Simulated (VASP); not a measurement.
Write the native input for VASP 6.6.1 that does the following.

* Task: single point
* Functional: PBEsol
* Potentials or basis: VASP PAW PBE potentials, release 64 (Ti_sv, O)
* Cutoff: 520 eV
* k mesh: 6 × 4 × 6
* Occupations: gaussian, width 0.02 eV
* Spin: no spin polarisation
* Dipole correction: no
* Further INCAR settings: ALGO = Normal; EDIFF = 1e-07; NBANDS = 60

The structure of TiO2 lies in POSCAR:

```
TiO2
1.0
    4.5377931379      0.0000000000      0.0000000000
    0.0000000000      5.4949478155      0.0000000000
    0.0000000000      0.0000000000      4.8789254389
Ti O
4 8
Direct
    0.5000000000      0.6751292638      0.7500000000
    0.0000000000      0.8248707362      0.2500000000
    0.5000000000      0.3248707362      0.2500000000
    0.0000000000      0.1751292638      0.7500000000
    0.7284324577      0.6182171582      0.0812061762
    0.2284324577      0.8817828418      0.9187938238
    0.7715675423      0.8817828418      0.5812061762
    0.2715675423      0.6182171582      0.4187938238
    0.7284324577      0.3817828418      0.5812061762
    0.2284324577      0.1182171582      0.4187938238
    0.7715675423      0.1182171582      0.0812061762
    0.2715675423      0.3817828418      0.9187938238
```

These files were run (other wordings do the same):

INCAR

```
PREC = Accurate
ENCUT = 520
EDIFF = 1E-7
ISMEAR = 0
SIGMA = 0.02
LREAL = False
LASPH = True
NELM = 100
ALGO = Normal
ISIF = 2
LWAVE = False
LCHARG = False
GGA = PS
NBANDS = 60
```

KPOINTS

```
Automatic mesh
0
Gamma
  6 4 6
```

Potentials or basis: VASP PAW PBE potentials, release 64 (Ti_sv, O).

Launch:

```sh
$ cat potpaw_PBE.64/Ti_sv/POTCAR potpaw_PBE.64/O/POTCAR > POTCAR
$ mpirun -np 1 vasp_std > vasp.out
```

It gave:

```yaml
Pressure: 0.7 GPa
Largest_force: 0.031 eV/Å
Band_gap_on_the_k_mesh: 2.64 eV, indirect (least direct gap 2.70 eV)
```

Caveat: the PAW data sets were made with another functional, which shifts forces and pressure a little.

Run time: 9.5 min on 1 thread of Oxide Virtual Turin-like Processor, with other jobs on the host, peak memory 0.33 GiB.
